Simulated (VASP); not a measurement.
# Cu (Im-3m) in VASP: further runs, part 2 of 2

VASP 6.6.1.

**5. Single point, PBEsol (volume scaled by 1.04)**

INCAR

```
ALGO = Normal ; EDIFF = 1E-7
ENCUT = 520 ; GGA = PS
ISIF = 2 ; ISMEAR = -1
LASPH = T ; LCHARG = T
LELF = T ; LREAL = F
LVHAR = T ; LWAVE = F
NBANDS = 12 ; NELM = 60
PREC = Accurate ; SIGMA = 0.1
```

KPOINTS

```
k-points
0
Gamma
  17 17 17
```

POSCAR

```
Cu
1.0
   -1.4344693440      1.4344693440      1.4344693440
    1.4344693440     -1.4344693440      1.4344693440
    1.4344693440      1.4344693440     -1.4344693440
Cu
1
Direct
    0.0000000000      0.0000000000      0.0000000000
```

Potentials or basis: VASP PAW PBE potentials, release 64 (Cu).

Launch:

```
$ cat potpaw_PBE.64/Cu/POTCAR > POTCAR
$ mpirun -np 1 vasp_std > vasp.out
```

OUTCAR:

```text
EDIFF = 1E-7
   ENCUT = 520
   GGA = PS
   ISIF = 2
   ISMEAR = -1
   LASPH = T
   LREAL = F
   NELM = 60
   PREC = Accurate

 ion  position               nearest neighbor table
   1  0.000  0.000  0.000-

  LATTYP: Found a body centered cubic cell.
 ALAT       =     2.8689386880

  Lattice vectors:

 A1 = (  -1.4344693440,   1.4344693440,   1.4344693440)
 A2 = (   1.4344693440,  -1.4344693440,   1.4344693440)
 A3 = (   1.4344693440,   1.4344693440,  -1.4344693440)

Analysis of symmetry for initial positions (statically):
=====================================================================
 Subroutine PRICEL returns:
 Original cell was already a primitive cell.

 Routine SETGRP: Setting up the symmetry group for a
 body centered cubic supercell.

 Subroutine GETGRP returns: Found 48 space group operations
 (whereof 48 operations were pure point group operations)
 out of a pool of 48 trial point group operations.

The static configuration has the point symmetry O_h .

Analysis of symmetry for dynamics (positions and initial velocities):
=====================================================================
 Subroutine PRICEL returns:
 Original cell was already a primitive cell.

 Routine SETGRP: Setting up the symmetry group for a
 body centered cubic supercell.

 Subroutine GETGRP returns: Found 48 space group operations
 (whereof 48 operations were pure point group operations)
 out of a pool of 48 trial point group operations.

The dynamic configuration has the point symmetry O_h .

 Subroutine INISYM returns: Found 48 space group operations
 (whereof 48 operations are pure point group operations),
 and found     1 'primitive' translations

----------------------------------------------------------------------------------------

                                     Primitive cell

  volume of cell :      11.8068

  direct lattice vectors                    reciprocal lattice vectors
    -1.434469344  1.434469344  1.434469344     0.000000000  0.348560952  0.348560952
     1.434469344 -1.434469344  1.434469344     0.348560952  0.000000000  0.348560952
     1.434469344  1.434469344 -1.434469344     0.348560952  0.348560952  0.000000000

  length of vectors
     2.484573786  2.484573786  2.484573786     0.492939625  0.492939625  0.492939625

  position of ions in fractional coordinates (direct lattice)
     0.000000000  0.000000000  0.000000000

  ion indices of the primitive-cell ions
   primitive index   ion index
                 1           1

----------------------------------------------------------------------------------------

 KPOINTS: k-points

Automatic generation of k-mesh.
 Grid dimensions read from file:
 generate k-points for:   17   17   17

 Generating k-lattice:

  Cartesian coordinates                     Fractional coordinates (reciprocal lattice)
     0.000000000  0.020503585  0.020503585     0.058823529  0.000000000  0.000000000
     0.020503585  0.000000000  0.020503585     0.000000000  0.058823529  0.000000000
     0.020503585  0.020503585  0.000000000     0.000000000  0.000000000  0.058823529

  Length of vectors
     0.028996449  0.028996449  0.028996449

  Shift w.r.t. Gamma in fractional coordinates (k-lattice)
     0.000000000  0.000000000  0.000000000

 Subroutine IBZKPT returns following result:
 ===========================================

 Found    165 irreducible k-points:

 Following reciprocal coordinates:
            Coordinates               Weight
  0.000000  0.000000  0.000000      1.000000
  0.058824  0.000000  0.000000     12.000000
  0.117647  0.000000  0.000000     12.000000
  0.176471  0.000000  0.000000     12.000000
  0.235294  0.000000  0.000000     12.000000
  0.294118  0.000000  0.000000     12.000000
[... 16 lines left out ...]
  0.411765  0.117647  0.000000     48.000000
  0.176471  0.176471  0.000000     24.000000
 [... further k-points ...]
   k-points           NKPTS =    165   k-points in BZ     NKDIM =    165   number of bands    NBANDS=     12
   number of dos      NEDOS =    301   number of ions     NIONS =      1
   total plane-waves  NPLWV =   5832
   dimension x,y,z NGX =    18 NGY =   18 NGZ =   18
   dimension x,y,z NGXF=    36 NGYF=   36 NGZF=   36
   ions per type =               1
   NGX,Y,Z   is equivalent  to a cutoff of  12.04, 12.04, 12.04 a.u.
   NGXF,Y,Z  is equivalent  to a cutoff of  24.09, 24.09, 24.09 a.u.
 SYSTEM =  unknown system
   PREC   = accura    normal or accurate (medium, high low for compatibility)
   ISTART =      0    job   : 0-new  1-cont  2-samecut
   ICHARG =      2    charge: 1-file 2-atom 10-const
   ISPIN  =      1    spin polarized calculation?
   LNONCOLLINEAR =      F non collinear calculations
   LSORBIT =      F    spin-orbit coupling
   LASPH  =      T    aspherical Exc in radial PAW
   ENCUT  =  520.0 eV  38.22 Ry    6.18 a.u.   4.62  4.62  4.62*2*pi/ulx,y,z
   NELM   =     60;   NELMIN=  2; NELMDL= -5     # of ELM steps
   EDIFF  = 0.1E-06   stopping-criterion for ELM
   LREAL  =      F    real-space projection
   EDIFFG = 0.1E-05   stopping-criterion for IOM
   NSW    =      0    number of steps for IOM
   IBRION =     -1    ionic relax: 0-MD 1-quasi-New 2-CG
   NFREE  =      0    steps in history (QN), initial steepest desc. (CG)
   ISIF   =      2    stress and relaxation
   ISYM   =      2    0-nonsym 1-usesym 2-fastsym
   POTIM  = 0.5000    time-step for ionic-motion
   TEBEG  =    0.0;   TEEND  =   0.0 temperature during run
   PSTRESS=    0.0 pullay stress
   NELECT =      11.0000    total number of electrons
   NUPDOWN=      -1.0000    fix difference up-down
   EMIN   =  10.00;   EMAX   =-10.00  energy-range for DOS
   EFERMI =   0.00;   METHOD = LEGACY
   ISMEAR =    -1;   SIGMA  =   0.10  broadening in eV -4-tet -1-fermi 0-gaus
   EFERMI_NEDOS =   21; number of points for ismear=-14 and -15
   IALGO  =     38    algorithm
   IMIX   =      4    mixing-type and parameters
     AMIX     =   0.40;   BMIX     =  1.00
     AMIX_MAG =   1.60;   BMIX_MAG =  1.00
  volume/ion in A,a.u.               =      11.81        79.68
  Fermi-wavevector in a.u.,A,eV,Ry     =   1.598924  3.021528 34.784078  2.556558
  Thomas-Fermi vector in A             =   2.696297
   LORBIT       =      0    0 simple, 1 ext, 2 COOP (PROOUT), +10 PAW based schemes
   GGA     = PS    functional components
   LHFCALC =     F    Hartree Fock is set to
   AEXX    =    0.0000 exact exchange contribution
   IVDW    =     0    specifies the selected vdW correction
   LEPSILON=     F    determine dielectric tensor
   LRPA    =     F    only Hartree local field effects (RPA)
 non-spin polarized calculation
  energy-cutoff  :      520.00
  volume of cell :       11.81
 maximum number of plane-waves:       330
   NGX =  9   NGY =  9   NGZ =  9

 number of electron      10.9999974 magnetization

 Free energy of the ion-electron system (eV)
  ---------------------------------------------------
  ext. energy  EPLUGINS =         0.00000000
  ---------------------------------------------------
  free energy    TOTEN  =        -4.27160637 eV

  energy without entropy =       -4.26264343  energy(sigma->0) =       -4.26712490

 E-fermi :   7.3675     XC(G=0): -12.9106

 val. band max:        7.2355248789   @ k =   0.4706   0.0588   0.0000
 cond. band min:       7.3756072824   @ k =  -0.3529   0.4706   0.0588
 fundamental gap:      0.1400824035
 Fermi energy:         7.3675220932

 k-point     1 :       0.0000    0.0000    0.0000
  band No.  band energies     occupation
      1      -1.9808      2.00000
      2       4.3018      2.00000
      3       4.3018      2.00000
      4       4.3018      2.00000
      5       5.3244      2.00000
      6       5.3244      2.00000
      7      32.4519      0.00000
      8      32.4519      0.00000
      9      32.4519      0.00000
     10      35.8013      0.00000
     11      35.8013      0.00000
     12      35.8013      0.00000

 k-point     2 :       0.0588    0.0000    0.0000
  band No.  band energies     occupation
      1      -1.8473      2.00000
      2       4.2768      2.00000
      3       4.3008      2.00000
      4       4.3532      2.00000
      5       5.2997      2.00000
      6       5.3263      2.00000
      7      30.9492      0.00000
      8      32.0696      0.00000
      9      32.1058      0.00000
     10      34.2079      0.00000
     11      34.4214      0.00000
     12      34.6943      0.00000
[... 316 lines left out ...]
 k-point    24 :       0.1765    0.1765    0.0000
  band No.  band energies     occupation
      1       1.2226      2.00000
      2       3.9172      2.00000
      3       3.9584      2.00000
      4       5.1031      2.00000
      5       5.4222      2.00000
      6       5.7099      2.00000
      7      20.6723      0.00000
      8      21.0905      0.00000
      9      26.6018      0.00000
     10      32.0411      0.00000
     11      34.4812      0.00000
     12      38.0927      0.00000

 [... further k-points ...]
[... 5 lines left out ...]
  --------------------------------------------------------------------------------------
  -------------------------------------------------------------------------------------
  Total       -0.3775323     -0.3775323     -0.3775323      0.0000000     -0.0000000      0.0000000
  in kB      -51.2307766    -51.2307766    -51.2307766      0.0000000     -0.0000000      0.0000000
  external PRESSURE =     -51.2307766 kB  Pullay stress =       0.0000000 kB

 VOLUME and BASIS-vectors are now :
 -----------------------------------------------------------------------------
  energy-cutoff  :      520.00
  volume of cell :       11.81
      direct lattice vectors                 reciprocal lattice vectors
    -1.434469344  1.434469344  1.434469344     0.000000000  0.348560952  0.348560952
     1.434469344 -1.434469344  1.434469344     0.348560952  0.000000000  0.348560952
     1.434469344  1.434469344 -1.434469344     0.348560952  0.348560952  0.000000000

 POSITION                                       TOTAL-FORCE (eV/Angst)
 -----------------------------------------------------------------------------------
      0.00000      0.00000      0.00000         0.000000     -0.000000      0.000000
 -----------------------------------------------------------------------------------
    total drift:                                0.000000      0.000000      0.000000

  FREE ENERGIE OF THE ION-ELECTRON SYSTEM (eV)
  ---------------------------------------------------
  free  energy   TOTEN  =        -4.2716063721 eV

  energy  without entropy=       -4.2626434281  energy(sigma->0) =       -4.26712490
```

It took 7.5 s on 1 thread of Intel Xeon 6975P-C (Granite Rapids), shared host; peak memory 0.13 GiB.

What came out:

```yaml
Free_energy: -4.2716 eV
Pressure: -5.1 GPa
```

Caveat: the PAW data sets were made with another functional, which shifts forces and pressure a little.

**6. Single point, PBEsol (volume scaled by 1.08)**

INCAR

```
SYSTEM = Cu
ALGO = Normal ; EDIFF = 1E-6
ENCUT = 520 ; GGA = PS
ISIF = 2 ; ISMEAR = -1
LASPH = .TRUE. ; LCHARG = .FALSE.
LREAL = .FALSE. ; LWAVE = .FALSE.
NBANDS = 12 ; NELM = 80
PREC = Accurate ; SIGMA = 0.1
```

KPOINTS

```
k-points
0
G
  17 17 17
  0 0 0
```

POSCAR

```
Cu
1.0
   -1.4526291116      1.4526291116      1.4526291116
    1.4526291116     -1.4526291116      1.4526291116
    1.4526291116      1.4526291116     -1.4526291116
Cu
1
Direct
    0.0000000000      0.0000000000      0.0000000000
```

Potentials or basis: VASP PAW PBE potentials, release 64 (Cu).

Launch:

```
$ cat potpaw_PBE.64/Cu/POTCAR > POTCAR
$ mpirun -np 1 vasp_std > vasp.out
```

Run time: 8.4 s. Hardware: 1 thread of Intel Xeon 6975P-C (Granite Rapids), shared host; peak memory 0.14 GiB.

Results (log left out):

```yaml
Free_energy: -4.2506 eV
Pressure: -9.8 GPa
```

Levels at points of the mesh, in eV from the Fermi level:
```
           k point  band 2  band 3  band 4  band 5  band 6  band 7  band 8  band 9  band 10  band 11
(0.00, 0.00, 0.00)   -2.95   -2.95   -2.95   -1.98   -1.98   24.72   24.72   24.72    27.56    27.56
```

Caveat: the PAW data sets were made with another functional, which shifts forces and pressure a little.

**7. Summary**

```csv
cell,gap on the mesh (eV),pressure (GPa)
"a = 2.385 Å, angles 109.5°, 1 atom",none,17.9
"a = 2.419 Å, angles 109.5°, 1 atom",none,8.4
"a = 2.452 Å, angles 109.5°, 1 atom",none,0.8
"a = 2.485 Å, angles 109.5°, 1 atom",none,-5.1
"a = 2.516 Å, angles 109.5°, 1 atom",none,-9.8
```

Alike in all rows: task single point; level PBEsol; potentials or basis VASP PAW PBE potentials, release 64 (Cu); no spin polarisation; k mesh 17 × 17 × 17; cutoff (eV) 520; smearing fermi-dirac 0.1 eV.

Caveats: the PAW data sets were made with another functional, which shifts forces and pressure a little.

Total energies depend on the potentials used, so only differences within one code and one set of settings carry meaning.
